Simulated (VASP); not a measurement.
Input of a VASP 6.6.1 run:

File INCAR:

```
ALGO     = Fast           # electronic algorithm
EDIFF    = 1E-6           # SCF threshold, eV
ENCUT    = 520            # plane-wave cutoff, eV
GGA      = PS             # functional
ISIF     = 2              # what is computed and relaxed
ISMEAR   = 0              # smearing method
LASPH    = True           # aspherical terms in the spheres
LCHARG   = False          # write CHGCAR
LREAL    = False          # projectors in reciprocal space
LWAVE    = False          # write WAVECAR
NBANDS   = 12             # bands
NELM     = 100            # most SCF steps
PREC     = Accurate       # precision mode
SIGMA    = 0.15           # smearing width, eV
```

File KPOINTS:

```
k-points
0
Gamma
  20 20 20
```

The input POSCAR:

```
Au
1.0
   -1.6158372750      1.6158372750      1.5744055500
    1.6158372750     -1.6158372750      1.5744055500
    1.6158372750      1.6158372750     -1.5744055500
Au
1
Direct
    0.0000000000      0.0000000000      0.0000000000
```

Potentials or basis: VASP PAW PBE potentials, release 64 (Au).

Run with:

```console
$ cat potpaw_PBE.64/Au/POTCAR > POTCAR
$ mpirun -np 1 vasp_std > vasp.out
```

(1) Predict the pressure.

## Answers

(1) 6.7 GPa.

Caveat: the cell differs from its parent crystal (strain -0.025 along x and y, -0.050 along z); the PAW data sets were made with another functional, which shifts forces and pressure a little.
